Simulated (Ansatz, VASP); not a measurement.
## MgO: VASP beside Ansatz

```xyz
2
Lattice="0.0000 2.0970 2.0970 2.0970 0.0000 2.0970 2.0970 2.0970 0.0000" Properties=species:S:1:pos:R:3 pbc="T T T"
Mg    0.0000    0.0000    0.0000
O     2.0970    2.0970    2.0970
```

Alike in both runs: task relaxation of cell and atoms; functional LDA; k mesh 11 × 11 × 11; occupations fermi-dirac, width 0.05 eV; no spin polarisation.

|  | VASP | Ansatz |
| --- | --- | --- |
| version | VASP 6.6.1 | Ansatz 0.2.0 |
| potentials or method | VASP PAW LDA potentials, release 64 (Mg, O), cutoff 600 eV | all-electron LAPW, scalar-relativistic |

|  | VASP | Ansatz | Ansatz less VASP |
| --- | --- | --- | --- |
| relaxed volume (Å³/atom) | 8.89 | 9.01 | +0.116 |
| relaxed cell length with the largest relative difference (Å) | 2.930 | 2.942 | +0.0127 |

LDA's correlation is that of Perdew and Zunger in VASP and of Perdew and Wang (1992) in Ansatz. Ansatz ran all-electron here, and VASP with PAW potentials.
